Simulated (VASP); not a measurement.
# CdSe (Fm-3m) in VASP: a series of runs, part 2 of 2

VASP 6.6.1. Earlier steps stand in the parts before.

### 3 Single point, r2SCAN (volume changed by -3%)

File POSCAR:

```
CdSe
1.0
    0.0000000000      2.8142272846      2.8142272846
    2.8142272846      0.0000000000      2.8142272846
    2.8142272846      2.8142272846      0.0000000000
Cd Se
1 1
Direct
    0.0000000000      0.0000000000      0.0000000000
    0.5000000000      0.5000000000      0.5000000000
```

File INCAR.step1:

```
SYSTEM = CdSe
PREC = Accurate ; ENCUT = 520
ISMEAR = -1 ; SIGMA = 0.02
LREAL = .FALSE. ; LASPH = .TRUE.
NELM = 80 ; NBANDS = 16
GGA = PE ; ALGO = Normal
EDIFF = 1E-4 ; LWAVE = .TRUE.
LCHARG = .FALSE.
```

File INCAR.step2:

```
SYSTEM = CdSe
PREC = Accurate ; ENCUT = 520
EDIFF = 1E-6 ; ISMEAR = -1
SIGMA = 0.02 ; LREAL = .FALSE.
LASPH = .TRUE. ; NELM = 80
ALGO = Normal ; ISIF = 2
LWAVE = .FALSE. ; LCHARG = .FALSE.
METAGGA = R2SCAN ; LMIXTAU = .TRUE.
NBANDS = 16 ; ISTART = 1
```

File KPOINTS:

```
regular mesh
0
G
  6 6 6
  0 0 0
```

Potentials or basis: VASP PAW PBE potentials, release 64 (Cd, Se).

The run is started by

```sh
$ cat potpaw_PBE.64/Cd/POTCAR potpaw_PBE.64/Se/POTCAR > POTCAR
$ cp INCAR.step1 INCAR
$ mpirun -np 1 vasp_std > vasp.out
$ cp INCAR.step2 INCAR
$ mpirun -np 1 vasp_std > vasp.out
```

OUTCAR:

```text
SYSTEM = CdSe
   PREC = Accurate
   ENCUT = 520
   EDIFF = 1E-6
   ISMEAR = -1
   LREAL = .FALSE.
   LASPH = .TRUE.
   NELM = 80
   ISIF = 2
   METAGGA = R2SCAN
   ISTART = 1

 ion  position               nearest neighbor table
   1  0.000  0.000  0.000-   2 2.81   2 2.81   2 2.81   2 2.81   2 2.81   2 2.81
   2  0.500  0.500  0.500-   1 2.81   1 2.81   1 2.81   1 2.81   1 2.81   1 2.81

  LATTYP: Found a face centered cubic cell.
 ALAT       =     5.6284545692

  Lattice vectors:

 A1 = (   0.0000000000,   2.8142272846,   2.8142272846)
 A2 = (   2.8142272846,   0.0000000000,   2.8142272846)
 A3 = (   2.8142272846,   2.8142272846,   0.0000000000)

Analysis of symmetry for initial positions (statically):
=====================================================================
 Subroutine PRICEL returns:
 Original cell was already a primitive cell.

 Routine SETGRP: Setting up the symmetry group for a
 face centered cubic supercell.

 Subroutine GETGRP returns: Found 48 space group operations
 (whereof 48 operations were pure point group operations)
 out of a pool of 48 trial point group operations.

The static configuration has the point symmetry O_h .

Analysis of symmetry for dynamics (positions and initial velocities):
=====================================================================
 Subroutine PRICEL returns:
 Original cell was already a primitive cell.

 Routine SETGRP: Setting up the symmetry group for a
 face centered cubic supercell.

 Subroutine GETGRP returns: Found 48 space group operations
 (whereof 48 operations were pure point group operations)
 out of a pool of 48 trial point group operations.

The dynamic configuration has the point symmetry O_h .

 Subroutine INISYM returns: Found 48 space group operations
 (whereof 48 operations are pure point group operations),
 and found     1 'primitive' translations

----------------------------------------------------------------------------------------

                                     Primitive cell

  volume of cell :      44.5767

  direct lattice vectors                    reciprocal lattice vectors
     0.000000000  2.814227285  2.814227285    -0.177668663  0.177668663  0.177668663
     2.814227285  0.000000000  2.814227285     0.177668663 -0.177668663  0.177668663
     2.814227285  2.814227285  0.000000000     0.177668663  0.177668663 -0.177668663

  length of vectors
     3.979918393  3.979918393  3.979918393     0.307731152  0.307731152  0.307731152

  position of ions in fractional coordinates (direct lattice)
     0.000000000  0.000000000  0.000000000
     0.500000000  0.500000000  0.500000000

  ion indices of the primitive-cell ions
   primitive index   ion index
                 1           1
                 2           2

----------------------------------------------------------------------------------------

 KPOINTS: regular mesh

Automatic generation of k-mesh.
 Grid dimensions read from file:
 generate k-points for:    6    6    6

 Generating k-lattice:

  Cartesian coordinates                     Fractional coordinates (reciprocal lattice)
    -0.029611444  0.029611444  0.029611444     0.166666667  0.000000000  0.000000000
     0.029611444 -0.029611444  0.029611444     0.000000000  0.166666667  0.000000000
     0.029611444  0.029611444 -0.029611444     0.000000000  0.000000000  0.166666667

  Length of vectors
     0.051288525  0.051288525  0.051288525

  Shift w.r.t. Gamma in fractional coordinates (k-lattice)
     0.000000000  0.000000000  0.000000000

 Subroutine IBZKPT returns following result:
 ===========================================

 Found     16 irreducible k-points:

 Following reciprocal coordinates:
            Coordinates               Weight
  0.000000  0.000000  0.000000      1.000000
  0.166667  0.000000  0.000000      8.000000
  0.333333  0.000000  0.000000      8.000000
  0.500000  0.000000  0.000000      4.000000
  0.166667  0.166667  0.000000      6.000000
  0.333333  0.166667  0.000000     24.000000
[... 8 lines left out ...]
 -0.333333  0.333333  0.166667     24.000000
 -0.333333  0.500000  0.166667     12.000000
   k-points           NKPTS =     16   k-points in BZ     NKDIM =     16   number of bands    NBANDS=     16
   number of dos      NEDOS =    301   number of ions     NIONS =      2
   total plane-waves  NPLWV =  27000
   dimension x,y,z NGX =    30 NGY =   30 NGZ =   30
   dimension x,y,z NGXF=    60 NGYF=   60 NGZF=   60
   ions per type =               1   1
   NGX,Y,Z   is equivalent  to a cutoff of  12.53, 12.53, 12.53 a.u.
   NGXF,Y,Z  is equivalent  to a cutoff of  25.06, 25.06, 25.06 a.u.
 SYSTEM =  CdSe
   PREC   = accura    normal or accurate (medium, high low for compatibility)
   ISTART =      1    job   : 0-new  1-cont  2-samecut
   ICHARG =      0    charge: 1-file 2-atom 10-const
   ISPIN  =      1    spin polarized calculation?
   LNONCOLLINEAR =      F non collinear calculations
   LSORBIT =      F    spin-orbit coupling
   LASPH  =      T    aspherical Exc in radial PAW
   ENCUT  =  520.0 eV  38.22 Ry    6.18 a.u.   7.40  7.40  7.40*2*pi/ulx,y,z
   NELM   =     80;   NELMIN=  2; NELMDL=  0     # of ELM steps
   EDIFF  = 0.1E-05   stopping-criterion for ELM
   LREAL  =      F    real-space projection
   EDIFFG = 0.1E-04   stopping-criterion for IOM
   NSW    =      0    number of steps for IOM
   IBRION =     -1    ionic relax: 0-MD 1-quasi-New 2-CG
   NFREE  =      0    steps in history (QN), initial steepest desc. (CG)
   ISIF   =      2    stress and relaxation
   ISYM   =      2    0-nonsym 1-usesym 2-fastsym
   POTIM  = 0.5000    time-step for ionic-motion
   TEBEG  =    0.0;   TEEND  =   0.0 temperature during run
   PSTRESS=    0.0 pullay stress
   NELECT =      18.0000    total number of electrons
   NUPDOWN=      -1.0000    fix difference up-down
   EMIN   =  10.00;   EMAX   =-10.00  energy-range for DOS
   EFERMI =   0.00;   METHOD = LEGACY
   ISMEAR =    -1;   SIGMA  =   0.02  broadening in eV -4-tet -1-fermi 0-gaus
   EFERMI_NEDOS =   21; number of points for ismear=-14 and -15
   IALGO  =     38    algorithm
   IMIX   =      4    mixing-type and parameters
     AMIX     =   0.40;   BMIX     =  1.00
     AMIX_MAG =   1.60;   BMIX_MAG =  1.00
  volume/ion in A,a.u.               =      22.29       150.41
  Fermi-wavevector in a.u.,A,eV,Ry     =   1.210031  2.286627 19.921311  1.464175
  Thomas-Fermi vector in A             =   2.345590
   LORBIT       =      0    0 simple, 1 ext, 2 COOP (PROOUT), +10 PAW based schemes
   METAGGA = R2SCAN    functional components
   LHFCALC =     F    Hartree Fock is set to
   AEXX    =    0.0000 exact exchange contribution
   IVDW    =     0    specifies the selected vdW correction
   LEPSILON=     F    determine dielectric tensor
   LRPA    =     F    only Hartree local field effects (RPA)
 non-spin polarized calculation
  energy-cutoff  :      520.00
  volume of cell :       44.58
 maximum number of plane-waves:      1243
 NGX is ok and might be reduce to    30
   NGX = 15   NGY = 15   NGZ = 15

 number of electron      17.9999992 magnetization

 Free energy of the ion-electron system (eV)
  ---------------------------------------------------
  ext. energy  EPLUGINS =         0.00000000
  ---------------------------------------------------
  free energy    TOTEN  =       -35.68127684 eV

  energy without entropy =      -35.67984614  energy(sigma->0) =      -35.68056149

 E-fermi :   2.5658     XC(G=0): -10.8282

 val. band max:        2.5624525465   @ k =   0.5000   0.5000   0.0000
 cond. band min:       3.5404547929   @ k =   0.0000   0.0000   0.0000
 fundamental gap:      0.9780022464
 Fermi energy:         2.5657568834

 k-point     1 :       0.0000    0.0000    0.0000
  band No.  band energies     occupation
      1     -11.1348      2.00000
      2      -5.7285      2.00000
      3      -5.7285      2.00000
      4      -5.7096      2.00000
      5      -5.7096      2.00000
      6      -5.7096      2.00000
[... 8 lines left out ...]
     15      13.4976      0.00000
     16      13.4976      0.00000
[... 267 lines left out ...]
 k-point    16 :      -0.3333    0.5000    0.1667
  band No.  band energies     occupation
      1     -10.1377      2.00000
      2      -5.7986      2.00000
      3      -5.7758      2.00000
      4      -5.6118      2.00000
      5      -5.4914      2.00000
      6      -5.0032      2.00000
[... 8 lines left out ...]
     15      16.7946      0.00000
     16      18.3673      0.00000

------------------------ aborting loop because EDIFF is reached ----------------------------------------

  FORCE on cell =-STRESS in cart. coord.  units (eV):
  Direction    XX          YY          ZZ          XY          YZ          ZX
  --------------------------------------------------------------------------------------
  -------------------------------------------------------------------------------------
  Total        0.7656981      0.7656981      0.7656981      0.0000000      0.0000000      0.0000000
  in kB       27.5207759     27.5207759     27.5207759      0.0000000      0.0000000      0.0000000
  external PRESSURE =      27.5207759 kB  Pullay stress =       0.0000000 kB

 VOLUME and BASIS-vectors are now :
 -----------------------------------------------------------------------------
  energy-cutoff  :      520.00
  volume of cell :       44.58
      direct lattice vectors                 reciprocal lattice vectors
     0.000000000  2.814227285  2.814227285    -0.177668663  0.177668663  0.177668663
     2.814227285  0.000000000  2.814227285     0.177668663 -0.177668663  0.177668663
     2.814227285  2.814227285  0.000000000     0.177668663  0.177668663 -0.177668663

 POSITION                                       TOTAL-FORCE (eV/Angst)
 -----------------------------------------------------------------------------------
      0.00000      0.00000      0.00000         0.000000     -0.000000     -0.000000
      2.81423      2.81423      2.81423        -0.000000      0.000000      0.000000
 -----------------------------------------------------------------------------------
    total drift:                               -0.000000      0.000000      0.000000

  FREE ENERGIE OF THE ION-ELECTRON SYSTEM (eV)
  ---------------------------------------------------
  free  energy   TOTEN  =       -35.6812768423 eV

  energy  without entropy=      -35.6798461427  energy(sigma->0) =      -35.68056149
```

Run time: 97 s. Hardware: 1 thread of AMD EPYC 7R43 (Zen 3), shared host; peak memory 0.14 GiB.

Results:

- Free energy: -35.6813 eV
- Pressure: 2.8 GPa

Levels at points of the mesh, in eV from the Fermi level:
```csv
k point,band 6,band 7,band 8,band 9,band 10,band 11,band 12,band 13
"(0.00, 0.00, 0.00)",-8.28,-0.72,-0.72,-0.72,0.97,9.22,9.22,9.22
"(0.50, 0.00, 0.00)",-8.11,-5.27,-0.04,-0.04,3.56,5.80,5.80,7.04
"(0.50, 0.50, 0.00)",-7.43,-4.52,-2.31,-2.31,0.00,5.81,11.02,11.65
```

Caveat: the cell differs from its parent crystal (volume changed by -3%); the PAW data sets were made with another functional, which shifts forces and pressure a little.

### 4 Single point, r2SCAN

This run uses another cell than the first one, of 22.98 Å³/atom, 1.064 times its volume.

File POSCAR:

```
CdSe
1.0
    0.0000000000      2.8429458730      2.8429458730
    2.8429458730      0.0000000000      2.8429458730
    2.8429458730      2.8429458730      0.0000000000
Cd Se
1 1
Direct
    0.0000000000      0.0000000000      0.0000000000
    0.5000000000      0.5000000000      0.5000000000
```

File INCAR.step1:

```
ALGO = Normal ; EDIFF = 1E-4
ENCUT = 520 ; GGA = PE
ISMEAR = -1 ; LASPH = T
LCHARG = F ; LREAL = F
LWAVE = T ; NBANDS = 16
NELM = 60 ; PREC = Accurate
SIGMA = 0.02
```

File INCAR.step2:

```
ALGO = Normal ; EDIFF = 1E-7
ENCUT = 520 ; ISIF = 2
ISMEAR = -1 ; ISTART = 1
LASPH = T ; LCHARG = F
LMIXTAU = T ; LREAL = F
LWAVE = F ; METAGGA = R2SCAN
NBANDS = 16 ; NELM = 60
PREC = Accurate ; SIGMA = 0.02
```

File KPOINTS:

```
k-points
0
Gamma
  6 6 6
```

The run is started by

```sh
$ cat potpaw_PBE.64/Cd/POTCAR potpaw_PBE.64/Se/POTCAR > POTCAR
$ cp INCAR.step1 INCAR
$ mpirun -np 1 vasp_std > vasp.out
$ cp INCAR.step2 INCAR
$ mpirun -np 1 vasp_std > vasp.out
```

It took 1.9 min on 1 thread of AMD EPYC 7R43 (Zen 3), shared host; peak memory 0.13 GiB.

It converged, with:

* Free energy: -35.6947 eV
* Pressure: 0.4 GPa

Levels at points of the mesh, in eV from the Fermi level:
```csv
k point,band 6,band 7,band 8,band 9,band 10,band 11,band 12,band 13
"(0.00, 0.00, 0.00)",-8.22,-0.66,-0.66,-0.66,0.83,9.19,9.19,9.19
"(0.50, 0.00, 0.00)",-8.07,-5.11,-0.05,-0.05,3.58,5.81,5.81,6.78
"(0.50, 0.50, 0.00)",-7.45,-4.32,-2.19,-2.19,0.00,5.85,10.77,11.41
```

Caveat: the PAW data sets were made with another functional, which shifts forces and pressure a little.

### 5 Single point, r2SCAN (volume changed by +3%)

File POSCAR:

```
CdSe
1.0
    0.0000000000      2.8710956827      2.8710956827
    2.8710956827      0.0000000000      2.8710956827
    2.8710956827      2.8710956827      0.0000000000
Cd Se
1 1
Direct
    0.0000000000      0.0000000000      0.0000000000
    0.5000000000      0.5000000000      0.5000000000
```

File INCAR.step1:

```
  ALGO = Normal
  EDIFF = 1E-4
  ENCUT = 520
  GGA = PE
  ISMEAR = -1
  LASPH = True
  LCHARG = False
  LREAL = False
  LWAVE = True
  NBANDS = 16
  NELM = 100
  PREC = Accurate
  SIGMA = 0.02
```

File INCAR.step2:

```
  ALGO = Normal
  EDIFF = 1E-6
  ENCUT = 520
  ISIF = 2
  ISMEAR = -1
  ISTART = 1
  LASPH = True
  LCHARG = False
  LMIXTAU = True
  LREAL = False
  LWAVE = False
  METAGGA = R2SCAN
  NBANDS = 16
  NELM = 100
  PREC = Accurate
  SIGMA = 0.02
```

KPOINTS is that of step 4.

Potentials or basis: VASP PAW PBE potentials, release 64 (Cd, Se).

The run is started by

```sh
$ cat potpaw_PBE.64/Cd/POTCAR potpaw_PBE.64/Se/POTCAR > POTCAR
$ cp INCAR.step1 INCAR
$ mpirun -np 1 vasp_std > vasp.out
$ cp INCAR.step2 INCAR
$ mpirun -np 1 vasp_std > vasp.out
```

OUTCAR:

```text
EDIFF = 1E-6
   ENCUT = 520
   ISIF = 2
   ISMEAR = -1
   ISTART = 1
   LASPH = True
   LREAL = False
   METAGGA = R2SCAN
   NELM = 100
   PREC = Accurate

 ion  position               nearest neighbor table
   1  0.000  0.000  0.000-   2 2.87   2 2.87   2 2.87   2 2.87   2 2.87   2 2.87
   2  0.500  0.500  0.500-   1 2.87   1 2.87   1 2.87   1 2.87   1 2.87   1 2.87

  LATTYP: Found a face centered cubic cell.
 ALAT       =     5.7421913654

  Lattice vectors:

 A1 = (   0.0000000000,   2.8710956827,   2.8710956827)
 A2 = (   2.8710956827,   0.0000000000,   2.8710956827)
 A3 = (   2.8710956827,   2.8710956827,   0.0000000000)

Analysis of symmetry for initial positions (statically):
=====================================================================
 Subroutine PRICEL returns:
 Original cell was already a primitive cell.

 Routine SETGRP: Setting up the symmetry group for a
 face centered cubic supercell.

 Subroutine GETGRP returns: Found 48 space group operations
 (whereof 48 operations were pure point group operations)
 out of a pool of 48 trial point group operations.

The static configuration has the point symmetry O_h .

[... 148 lines left out ...]
  energy without entropy =      -35.68816140  energy(sigma->0) =      -35.68884535

 E-fermi :   2.0200     XC(G=0): -10.5172

 val. band max:        1.9733034071   @ k =  -0.1667   0.1667   0.0000
 cond. band min:       2.0202820987   @ k =   0.5000   0.5000   0.0000
 fundamental gap:      0.0469786915
 Fermi energy:         2.0199652347

 k-point     1 :       0.0000    0.0000    0.0000
  band No.  band energies     occupation
      1     -11.2876      2.00000
      2      -6.1634      2.00000
      3      -6.1634      2.00000
      4      -6.1481      2.00000
      5      -6.1481      2.00000
      6      -6.1481      2.00000
[... 281 lines left out ...]
      3      -6.1985      2.00000
      4      -6.0617      2.00000
      5      -5.9665      2.00000
      6      -5.5608      2.00000
[... 8 lines left out ...]
     15      15.8545      0.00000
     16      17.5811      0.00000

------------------------ aborting loop because EDIFF is reached ----------------------------------------

  FORCE on cell =-STRESS in cart. coord.  units (eV):
  Direction    XX          YY          ZZ          XY          YZ          ZX
  --------------------------------------------------------------------------------------
  -------------------------------------------------------------------------------------
  Total       -0.4636691     -0.4636691     -0.4636691     -0.0000000     -0.0000000      0.0000000
  in kB      -15.6944383    -15.6944383    -15.6944383     -0.0000000     -0.0000000      0.0000000
  external PRESSURE =     -15.6944383 kB  Pullay stress =       0.0000000 kB

 VOLUME and BASIS-vectors are now :
 -----------------------------------------------------------------------------
  energy-cutoff  :      520.00
  volume of cell :       47.33
      direct lattice vectors                 reciprocal lattice vectors
     0.000000000  2.871095683  2.871095683    -0.174149543  0.174149543  0.174149543
     2.871095683  0.000000000  2.871095683     0.174149543 -0.174149543  0.174149543
     2.871095683  2.871095683  0.000000000     0.174149543  0.174149543 -0.174149543

 POSITION                                       TOTAL-FORCE (eV/Angst)
 -----------------------------------------------------------------------------------
      0.00000      0.00000      0.00000        -0.000000      0.000000     -0.000000
      2.87110      2.87110      2.87110         0.000000     -0.000000      0.000000
 -----------------------------------------------------------------------------------
    total drift:                               -0.000000      0.000000      0.000000

  FREE ENERGIE OF THE ION-ELECTRON SYSTEM (eV)
  ---------------------------------------------------
  free  energy   TOTEN  =       -35.6895292951 eV

  energy  without entropy=      -35.6881613956  energy(sigma->0) =      -35.68884535
```

OSZICAR.step1:

```text
N       E                     dE             d eps       ncg     rms          rms(c)
DAV:   1     0.111274536547E+03    0.11127E+03   -0.92825E+03   520   0.105E+03
DAV:   2    -0.170321758809E+01   -0.11298E+03   -0.10536E+03   600   0.258E+02
DAV:   3    -0.561518759567E+01   -0.39120E+01   -0.39045E+01   616   0.494E+01
DAV:   4    -0.562772848190E+01   -0.12541E-01   -0.12540E-01   616   0.271E+00
DAV:   5    -0.562778141578E+01   -0.52934E-04   -0.52934E-04   648   0.161E-01    0.535E+00
DAV:   6    -0.522313600603E+01    0.40465E+00   -0.60881E-01   664   0.899E+00    0.453E+00
DAV:   7    -0.520055697709E+01    0.22579E-01   -0.11205E-01   568   0.238E+00    0.216E+00
DAV:   8    -0.519999438813E+01    0.56259E-03   -0.11296E-02   584   0.121E+00    0.195E-01
DAV:   9    -0.519998351068E+01    0.10877E-04   -0.92050E-04   624   0.339E-01
   1 F= -.51999835E+01 E0= -.51991891E+01  d E =-.158874E-02
```

Run time: 1.9 min. Hardware: 1 thread of AMD EPYC 7R43 (Zen 3), shared host; peak memory 0.13 GiB.

What came out:

- Free energy: -35.6895 eV
- Pressure: -1.6 GPa
- Band gap on the k mesh: 0.05 eV, indirect (least direct gap 1.32 eV)

Caveat: the cell differs from its parent crystal (volume changed by +3%); the PAW data sets were made with another functional, which shifts forces and pressure a little.

### 6 The runs side by side

```tsv
cell	pressure (GPa)
a = 3.938 Å, angles 60.0°, 2 atoms	5.5
a = 3.980 Å, angles 60.0°, 2 atoms	2.8
a = 4.021 Å, angles 60.0°, 2 atoms	0.4
a = 4.060 Å, angles 60.0°, 2 atoms	-1.6
```

Alike in all rows: task single point; level r2SCAN; potentials or basis VASP PAW PBE potentials, release 64 (Cd, Se); no spin polarisation; k mesh 6 × 6 × 6; cutoff (eV) 520; smearing fermi-dirac 0.02 eV.

Caveats: the PAW data sets were made with another functional, which shifts forces and pressure a little.

Total energies depend on the potentials used, so only differences within one code and one set of settings carry meaning.
